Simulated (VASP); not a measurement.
A run of VASP 6.6.1 is set up as follows.

INCAR

```
PREC = Accurate ; ENCUT = 600
EDIFF = 1E-8 ; ISMEAR = 0
SIGMA = 0.01 ; LREAL = F
LASPH = T ; NELM = 100
ALGO = Normal ; ISIF = 3
LWAVE = F ; LCHARG = F
GGA = PE ; IVDW = 12
IBRION = 6 ; NFREE = 2
POTIM = 0.015 ; NSW = 1
```

Contents of KPOINTS:

```
Automatic mesh
0
Gamma
  10 10 10
```

The input POSCAR:

```
SnSe
1.0
    0.0000000000      2.9882565624      2.9882565624
    2.9882565624      0.0000000000      2.9882565624
    2.9882565624      2.9882565624      0.0000000000
Sn Se
1 1
Direct
    0.0000000000      0.0000000000      0.0000000000
    0.5000000000      0.5000000000      0.5000000000
```

Potentials or basis: VASP PAW PBE potentials, release 64 (Sn_d, Se).

Command:

```console
$ cat potpaw_PBE.64/Sn_d/POTCAR potpaw_PBE.64/Se/POTCAR > POTCAR
$ mpirun -np 1 vasp_std > vasp.out
```

(1) What does it give for the elastic constants C11, C12, C44?

(2) Predict the Voigt bulk modulus.

(3) Predict the highest phonon frequency at Γ, LO-TO splitting left out.

(4) Predict the dispersion energy per atom.

## Answers

(1) 144, 9, 18 GPa.

(2) 54 GPa.

(3) 42 cm⁻¹.

(4) -0.361 eV.
